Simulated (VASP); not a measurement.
# Zn (P6_3/mmc) in VASP: further runs, part 2 of 2

VASP 6.6.1. Earlier steps stand in the parts before.

### 4 Relaxation of cell and atoms, PBEsol, target pressure 4 GPa, at which the enthalpy is minimised

File INCAR:

```
SYSTEM = Zn
PREC = Accurate ; ENCUT = 600
EDIFF = 1E-6 ; ISMEAR = -1
SIGMA = 0.1 ; LREAL = .False.
LASPH = .True. ; NELM = 100
ALGO = Normal ; ISIF = 3
LWAVE = .False. ; LCHARG = .False.
GGA = PS ; IBRION = 2
NSW = 100 ; EDIFFG = -0.002
PSTRESS = 40.0
```

File KPOINTS:

```
regular mesh
0
Gamma
  20 20 10
  0 0 0
```

File POSCAR:

```
Zn
1.0
    2.6354261662      0.0000000000      0.0000000000
   -1.3177130831      2.2823460098      0.0000000000
    0.0000000000      0.0000000000      4.6649985756
Zn
2
Direct
    0.3333333333      0.6666666667      0.2500000000
    0.6666666667      0.3333333333      0.7500000000
```

Potentials or basis: VASP PAW PBE potentials, release 64 (Zn).

Started as:

```console
$ cat potpaw_PBE.64/Zn/POTCAR > POTCAR
$ mpirun -np 1 vasp_std > vasp.out
```

OUTCAR:

```text
SYSTEM = Zn
   PREC = Accurate
   ENCUT = 600
   EDIFF = 1E-6
   ISMEAR = -1
   LREAL = .False.
   LASPH = .True.
   NELM = 100
   ISIF = 3
   GGA = PS
   IBRION = 2
   NSW = 100
   EDIFFG = -0.002
   PSTRESS = 40.0

 ion  position               nearest neighbor table
   1  0.333  0.667  0.250-   2 2.78   2 2.78   2 2.78   2 2.78   2 2.78   2 2.78
   2  0.667  0.333  0.750-   1 2.78   1 2.78   1 2.78   1 2.78   1 2.78   1 2.78

  LATTYP: Found a hexagonal cell.
 ALAT       =     2.6354261662
 C/A-ratio  =     1.7701116561

  Lattice vectors:

 A1 = (   2.6354261662,   0.0000000000,   0.0000000000)
 A2 = (  -1.3177130831,   2.2823460098,   0.0000000000)
 A3 = (   0.0000000000,   0.0000000000,   4.6649985756)

Analysis of symmetry for initial positions (statically):
=====================================================================
 Subroutine PRICEL returns:
 Original cell was already a primitive cell.

 Routine SETGRP: Setting up the symmetry group for a
 hexagonal supercell.

 Subroutine GETGRP returns: Found 24 space group operations
 (whereof 12 operations were pure point group operations)
 out of a pool of 24 trial point group operations.

The static configuration has the point symmetry D_3d.
 The point group associated with its full space group is D_6h.

Analysis of symmetry for dynamics (positions and initial velocities):
=====================================================================
 Subroutine PRICEL returns:
 Original cell was already a primitive cell.

 Routine SETGRP: Setting up the symmetry group for a
 hexagonal supercell.

 Subroutine GETGRP returns: Found 24 space group operations
 (whereof 12 operations were pure point group operations)
 out of a pool of 24 trial point group operations.

The dynamic configuration has the point symmetry D_3d.
 The point group associated with its full space group is D_6h.

 Subroutine INISYM returns: Found 24 space group operations
 (whereof 12 operations are pure point group operations),
 and found     1 'primitive' translations

----------------------------------------------------------------------------------------

                                     Primitive cell

  volume of cell :      28.0598

  direct lattice vectors                    reciprocal lattice vectors
     2.635426166  0.000000000  0.000000000     0.379445273  0.219072830  0.000000000
    -1.317713083  2.282346010  0.000000000     0.000000000  0.438145661  0.000000000
     0.000000000  0.000000000  4.664998576     0.000000000  0.000000000  0.214362338

  length of vectors
     2.635426166  2.635426166  4.664998576     0.438145661  0.438145661  0.214362338

  position of ions in fractional coordinates (direct lattice)
     0.333333333  0.666666667  0.250000000
     0.666666667  0.333333333  0.750000000

  ion indices of the primitive-cell ions
   primitive index   ion index
                 1           1
                 2           2

----------------------------------------------------------------------------------------

 KPOINTS: regular mesh
[... 51 lines left out ...]
   number of dos      NEDOS =    301   number of ions     NIONS =      2
   total plane-waves  NPLWV =  23040
   dimension x,y,z NGX =    24 NGY =   24 NGZ =   40
   dimension x,y,z NGXF=    48 NGYF=   48 NGZF=   80
   ions per type =               2
   NGX,Y,Z   is equivalent  to a cutoff of  15.14, 15.14, 14.25 a.u.
   NGXF,Y,Z  is equivalent  to a cutoff of  30.28, 30.28, 28.51 a.u.
 SYSTEM =  Zn
   PREC   = accura    normal or accurate (medium, high low for compatibility)
   ISTART =      0    job   : 0-new  1-cont  2-samecut
   ICHARG =      2    charge: 1-file 2-atom 10-const
   ISPIN  =      1    spin polarized calculation?
   LNONCOLLINEAR =      F non collinear calculations
   LSORBIT =      F    spin-orbit coupling
   LASPH  =      T    aspherical Exc in radial PAW
   ENCUT  =  600.0 eV  44.10 Ry    6.64 a.u.   5.26  5.26  9.32*2*pi/ulx,y,z
   NELM   =    100;   NELMIN=  2; NELMDL= -5     # of ELM steps
   EDIFF  = 0.1E-05   stopping-criterion for ELM
   LREAL  =      F    real-space projection
   EDIFFG = -.2E-02   stopping-criterion for IOM
   NSW    =    100    number of steps for IOM
   IBRION =      2    ionic relax: 0-MD 1-quasi-New 2-CG
   NFREE  =      1    steps in history (QN), initial steepest desc. (CG)
   ISIF   =      3    stress and relaxation
   ISYM   =      2    0-nonsym 1-usesym 2-fastsym
   POTIM  = 0.5000    time-step for ionic-motion
   TEBEG  =    0.0;   TEEND  =   0.0 temperature during run
   PSTRESS=   40.0 pullay stress
   NELECT =      24.0000    total number of electrons
   NUPDOWN=      -1.0000    fix difference up-down
   EMIN   =  10.00;   EMAX   =-10.00  energy-range for DOS
   EFERMI =   0.00;   METHOD = LEGACY
   ISMEAR =    -1;   SIGMA  =   0.10  broadening in eV -4-tet -1-fermi 0-gaus
   EFERMI_NEDOS =   21; number of points for ismear=-14 and -15
   IALGO  =     38    algorithm
   IMIX   =      4    mixing-type and parameters
     AMIX     =   0.40;   BMIX     =  1.00
     AMIX_MAG =   1.60;   BMIX_MAG =  1.00
  volume/ion in A,a.u.               =      14.03        94.68
  Fermi-wavevector in a.u.,A,eV,Ry     =   1.553999  2.936632 32.856868  2.414912
  Thomas-Fermi vector in A             =   2.658148
   LORBIT       =      0    0 simple, 1 ext, 2 COOP (PROOUT), +10 PAW based schemes
   GGA     = PS    functional components
   LHFCALC =     F    Hartree Fock is set to
   AEXX    =    0.0000 exact exchange contribution
   IVDW    =     0    specifies the selected vdW correction
   LEPSILON=     F    determine dielectric tensor
   LRPA    =     F    only Hartree local field effects (RPA)
 conjugate gradient relaxation of ions
 non-spin polarized calculation
  energy-cutoff  :      600.00
  volume of cell :       28.06
 maximum number of plane-waves:       950
 NGX is ok and might be reduce to    24
   NGX = 11   NGY = 11   NGZ = 19

--------------------------------------- Ionic step        1  -------------------------------------------

 number of electron      24.0000008 magnetization

 Free energy of the ion-electron system (eV)
  ---------------------------------------------------
  ext. energy  EPLUGINS =         0.00000000
  ---------------------------------------------------
  free energy    TOTEN  =        -3.17455333 eV

  energy without entropy =       -3.16149745  energy(sigma->0) =       -3.16802539

------------------------ aborting loop because EDIFF is reached ----------------------------------------

  FORCE on cell =-STRESS in cart. coord.  units (eV):
  Direction    XX          YY          ZZ          XY          YZ          ZX
  --------------------------------------------------------------------------------------
  -------------------------------------------------------------------------------------
  Total        0.0857151      0.0857151      0.0581878      0.0000000     -0.0000000      0.0000000
  in kB        4.8942277      4.8942277      3.3224539      0.0000000     -0.0000000      0.0000000
  external PRESSURE =     -35.6296969 kB  Pullay stress =      40.0000000 kB
[... 97 lines left out ...]
  energy  without entropy=       -3.1498345820  energy(sigma->0) =       -3.15571352

  enthalpy is  TOTEN    =        -2.4852025716 eV   P V=        0.6763898781

[... ionic steps 4 to 9 ...]

--------------------------------------- Ionic step       10  -------------------------------------------

 number of electron      24.0000007 magnetization

------------------------ aborting loop because EDIFF is reached ----------------------------------------
[... 71 lines left out ...]
--------------------------------------- Ionic step       12  -------------------------------------------

 number of electron      24.0000007 magnetization

 Free energy of the ion-electron system (eV)
  ---------------------------------------------------
  ext. energy  EPLUGINS =         0.00000000
  ---------------------------------------------------
  free energy    TOTEN  =        -3.16119620 eV

  energy without entropy =       -3.14983154  energy(sigma->0) =       -3.15551387

 E-fermi :   3.9124     XC(G=0): -12.3431

 val. band max:        3.8816726925   @ k =   0.3000   0.1500   0.1000
 cond. band min:       3.9728498857   @ k =   0.3500   0.3000   0.4000
 fundamental gap:      0.0911771932
 Fermi energy:         3.9124278429

 k-point     1 :       0.0000    0.0000    0.0000
  band No.  band energies     occupation
      1      -7.5647      2.00000
      2      -5.2163      2.00000
      3      -4.3140      2.00000
      4      -4.1331      2.00000
      5      -4.1331      2.00000
      6      -4.0486      2.00000
[... 433 lines left out ...]
      3      -4.5037      2.00000
      4      -4.2526      2.00000
      5      -4.1461      2.00000
      6      -4.0730      2.00000
[... 8 lines left out ...]
     15      12.6496      0.00000
     16      15.5332      0.00000

 [... further k-points ...]
[... 5 lines left out ...]
  --------------------------------------------------------------------------------------
  -------------------------------------------------------------------------------------
  Total        0.6733088      0.6733088      0.6741295      0.0000000      0.0000000      0.0000000
  in kB       39.8922773     39.8922773     39.9409055      0.0000000      0.0000000      0.0000000
  external PRESSURE =      -0.0915133 kB  Pullay stress =      40.0000000 kB
[... 21 lines left out ...]
  energy  without entropy=       -3.1498315359  energy(sigma->0) =       -3.15551387

  enthalpy is  TOTEN    =        -2.4860692459 eV   P V=        0.6751269559

 reached required accuracy - stopping structural energy minimisation
```

OSZICAR:

```text
N       E                     dE             d eps       ncg     rms          rms(c)
DAV:   1     0.100686006319E+03    0.10069E+03   -0.13982E+04  8624   0.266E+03
DAV:   2    -0.758110060515E+00   -0.10144E+03   -0.99972E+02  8552   0.318E+02
DAV:   3    -0.350629898467E+01   -0.27482E+01   -0.27436E+01 10432   0.647E+01
[... 87 lines left out ...]
       N       E                     dE             d eps       ncg     rms          rms(c)
DAV:   1    -0.316121431066E+01   -0.16547E-03   -0.20047E-04  8624   0.287E-01    0.299E-02
DAV:   2    -0.316119866111E+01    0.15650E-04   -0.59784E-05  8968   0.181E-01    0.100E-02
DAV:   3    -0.316119694269E+01    0.17184E-05   -0.10834E-06  4728   0.185E-02    0.551E-03
DAV:   4    -0.316119620176E+01    0.74093E-06   -0.23397E-07  4544   0.110E-02
  12 F= -.24860692E+01 E0= -.24803869E+01  d E =0.103448E-06
```

Run time: 13 min. Hardware: 1 thread of Oxide Virtual Turin-like, shared host; peak memory 0.23 GiB.

Results:

```
Free energy                                            : -3.1612 eV
Relaxed volume                                         : 13.52 Å³/atom
Relaxed cell                                           : a = 2.615 Å, b = 2.615 Å, c = 4.565 Å, α = 90.00°, β = 90.00°, γ = 120.00°
Space group after relaxing (to 0.05 Å)                 : P6_3/mmc (No. 194)
Energy change on relaxing (the enthalpy is what falls) : +6.7 meV/atom
Ionic steps                                            : 12
Pressure after relaxing                                : 4.0 GPa
Band gap on the k mesh                                 : zero (band 12 reaches 5.60 eV, above the bottom of band 13 at 1.68 eV)
```

Step by step:
```csv
step,energy change (eV),largest force (eV/Å),pressure (GPa),volume (Å³)
1,0.0000,0.0000,0.44,28.06
2,0.0211,0.0000,5.20,26.81
3,0.0130,0.0000,4.03,27.09
4,0.0125,0.0000,4.00,27.11
5,0.0125,0.0000,3.91,27.09
6,0.0135,0.0000,3.98,27.04
7,0.0132,0.0000,3.70,27.05
8,0.0171,0.0000,4.62,26.90
9,0.0139,0.0000,4.06,27.02
10,0.0138,0.0000,4.06,27.02
11,0.0135,0.0000,4.05,27.04
12,0.0134,0.0000,3.99,27.04
```

Final structure:
```xyz
2
Lattice="2.6155 0.0000 0.0000 -1.3077 2.2651 0.0000 0.0000 0.0000 4.5646" Properties=species:S:1:pos:R:3 pbc="T T T"
Zn    0.0000    1.5100    1.1412
Zn    1.3077    0.7550    3.4235
```

Caveat: the cell is relaxed towards a set pressure, so the enthalpy falls and the energy may rise; the PAW data sets were made with another functional, which shifts forces and pressure a little.

### 5 Summary

| cell | gap on the mesh (eV) | pressure (GPa) |
| --- | --- | --- |
| relaxed to 1 GPa | none | 1.0 |
| relaxed to 2 GPa | none | 2.0 |
| relaxed to 4 GPa | none | 4.0 |

Alike in all rows: task relaxation of cell and atoms; level PBEsol; potentials or basis VASP PAW PBE potentials, release 64 (Zn); no spin polarisation; k mesh 20 × 20 × 10; cutoff (eV) 600; smearing fermi-dirac 0.1 eV.

Caveats: the cell is relaxed towards a set pressure, so the enthalpy falls and the energy may rise; the PAW data sets were made with another functional, which shifts forces and pressure a little.

Total energies depend on the potentials used, so only differences within one code and one set of settings carry meaning.
